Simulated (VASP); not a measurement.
## KBr: single point with PBEsol

KBr:

```
CELL_PARAMETERS angstrom
0.00000 3.27545 3.27545
3.27545 0.00000 3.27545
3.27545 3.27545 0.00000
ATOMIC_POSITIONS crystal
K 0.00000 0.00000 0.00000
Br 0.50000 0.50000 0.50000
```

| Quantity | Value |
| --- | --- |
| Program | VASP 6.6.1 |
| Task | single point |
| Functional | PBEsol |
| Potentials or basis | VASP PAW PBE potentials, release 64 (K_sv, Br) |
| Cutoff | 520 eV |
| k mesh | 7 × 7 × 7 |
| Occupations | fermi-dirac, width 0.02 eV |
| Spin | no spin polarisation |
| Dipole correction | no |
| Further INCAR settings | ALGO = Normal; EDIFF = 1e-06; NBANDS = 15 |

```json
{
 "Pressure": "0.1 GPa",
 "Band gap on the k mesh": "4.33 eV, direct"
}
```

Levels at points of the mesh, in eV from the valence-band top:
| k point | band 6 | band 7 | band 8 | band 9 | band 10 | band 11 |
| --- | --- | --- | --- | --- | --- | --- |
| (0.00, 0.00, 0.00) | 0.00 | 0.00 | 0.00 | 4.33 | 7.53 | 7.53 |

It took 21 s on 1 thread of Intel Xeon 6975P-C, on a shared host, peak memory 0.2 GiB.

Caveat: the PAW data sets were made with another functional, which shifts forces and pressure a little. Expect the measured gap to be larger: semilocal functionals such as PBEsol lack the derivative discontinuity.
